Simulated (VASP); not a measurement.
Set up this calculation in VASP 6.6.1, as the native input.

| Item | Value |
| --- | --- |
| Task | single point |
| Functional | PBE |
| Potentials or basis | VASP PAW PBE potentials, release 64 (V_sv, In_d, C, N) |
| Cutoff | 520 eV |
| k mesh | 4 × 4 × 4 |
| Occupations | gaussian, width 0.1 eV |
| Spin | collinear spin, ferromagnetic start |
| Starting moments | [2.0, 0.0, 0.0, 0.0, 0.0, 0.0, 0.0, 0.0, 0.0, 0.0] μB |
| Dipole correction | no |
| Further INCAR settings | ALGO = Normal; EDIFF = 1e-07; NBANDS = 46 |

The structure of VInC4N4 lies in POSCAR:

```
VInC4N4
1.0
    6.1424843898      0.0000000000      0.0000000000
    0.0000000000      6.1424843898      0.0000000000
    0.0000000000      0.0000000000      6.1424843898
V In C N
1 1 4 4
Direct
    0.5000000000      0.5000000000      0.5000000000
    0.0000000000      0.0000000000      0.0000000000
    0.2021158379      0.2021158379      0.2021158379
    0.2021158379      0.7978841621      0.7978841621
    0.7978841621      0.2021158379      0.7978841621
    0.7978841621      0.7978841621      0.2021158379
    0.3126771165      0.3126771165      0.3126771165
    0.3126771165      0.6873228835      0.6873228835
    0.6873228835      0.3126771165      0.6873228835
    0.6873228835      0.6873228835      0.3126771165
```

These files were run (other wordings do the same):

INCAR

```
SYSTEM = VInC4N4
ALGO = Normal
EDIFF = 1E-7
ENCUT = 520
GGA = PE
ISIF = 2
ISMEAR = 0
ISPIN = 2
LASPH = .True.
LCHARG = .True.
LELF = .True.
LMAXMIX = 4
LORBIT = 11
LREAL = .False.
LVHAR = .True.
LWAVE = .False.
MAGMOM = 2 0 0 0 0 0 0 0 0 0
NBANDS = 46
NELM = 150
PREC = Accurate
SIGMA = 0.1
```

KPOINTS

```
k-points
0
Gamma
  4 4 4
  0 0 0
```

Potentials or basis: VASP PAW PBE potentials, release 64 (V_sv, In_d, C, N).

The run is started by

```console
$ cat potpaw_PBE.64/V_sv/POTCAR potpaw_PBE.64/In_d/POTCAR potpaw_PBE.64/C/POTCAR potpaw_PBE.64/N/POTCAR > POTCAR
$ mpirun -np 1 vasp_std > vasp.out
```

It gave:

```yaml
Pressure: -0.8 GPa
Largest_force: 1.445 eV/Å
Net_moment: 0.00 μB per cell
Valence_electrons_inside_the_program's_atomic_spheres: V 11.52; In 11.55; C 2.59; N 3.88
```

Caveat: forces of over 1 eV/Å act on the atoms, so gaps and moduli don't describe the material at rest.

Wall time 7.7 min on 1 thread of Intel Xeon 8259CL, with other jobs on the host, peak memory 0.5 GiB.
